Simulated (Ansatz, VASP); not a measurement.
This is a calculation of MnS for VASP 6.6.1.

INCAR

```
PREC     = Accurate       # precision mode
ENCUT    = 520            # plane-wave cutoff, eV
EDIFF    = 1E-7           # SCF threshold, eV
ISMEAR   = -1             # smearing method
SIGMA    = 0.05           # smearing width, eV
LREAL    = False          # projectors in reciprocal space
LASPH    = True           # aspherical terms in the spheres
NELM     = 150            # most SCF steps
ALGO     = Normal         # electronic algorithm
ISIF     = 2              # what is computed and relaxed
LWAVE    = False          # write WAVECAR
LCHARG   = True           # write CHGCAR
ISPIN    = 2              # spin polarisation
MAGMOM   = 4 0            # initial moments
LORBIT   = 11             # projections on sites
LMAXMIX  = 4              # l up to which the mixer works
GGA      = PS             # functional
LELF     = True           # ELF
LVHAR    = True         
NBANDS   = 20             # bands
```

KPOINTS

```
Automatic mesh
0
Gamma
  9 9 9
```

Contents of POSCAR:

```
MnS
1.0
    0.0000000000      2.5060127231      2.5060127231
    2.5060127231      0.0000000000      2.5060127231
    2.5060127231      2.5060127231      0.0000000000
Mn S
1 1
Direct
    0.0000000000      0.0000000000      0.0000000000
    0.7500000000      0.7500000000      0.7500000000
```

Potentials or basis: VASP PAW PBE potentials, release 64 (Mn_pv, S).

Command:

```bash
$ cat potpaw_PBE.64/Mn_pv/POTCAR potpaw_PBE.64/S/POTCAR > POTCAR
$ mpirun -np 1 vasp_std > vasp.out
```

Problem. Set up the same calculation for Ansatz 0.2.0. Potentials there: all-electron LAPW, scalar-relativistic.

Solution. As run (the cutoff follows the program's own potentials):

Contents of input.yaml:

```yaml
crystal:
  lattice:
    - [0.0, 2.5060127231, 2.5060127231]
    - [2.5060127231, 0.0, 2.5060127231]
    - [2.5060127231, 2.5060127231, 0.0]
  atoms:
    - { symbol: Mn, position: [0.0, 0.0, 0.0], spin: 4.0 }
    - { symbol: S, position: [0.75, 0.75, 0.75] }
kpoints:
  mp_grid: { grid: [9, 9, 9] }
scf:
  occupations: { method: fermi_dirac, width: 0.05 }
hamiltonian:
  xc: pbesol
  pseudopotentials: { kind: all_electron, lapw: { basis_error: 0.0005 } }
magnetization:
  spin_polarized: true
output:
  forces: true
  stress: true
  eigenvalues: true
```

Potentials or basis: all-electron LAPW, scalar-relativistic.

Launch:

```bash
$ ansatz run input.yaml --threads 2 --pin off --max-ram 6144MiB --backend cpu --events-out ev --progress --plain --runs-dir out
```

Both were run:

|  | VASP | Ansatz | Ansatz less VASP |
| --- | --- | --- | --- |
| gap on the k mesh at the Fermi level (eV) | none | none | - |
| pressure (GPa) | -7.7 | -7.9 | -0.23 |
| net moment per atom (μB) | 0.14 | 0.14 | +0.003 |

VASP's potentials were made for PBE, not for PBEsol. A gap of «none» marks a metal or a gap that the smearing closes. Ansatz ran all-electron here, and VASP with PAW potentials.
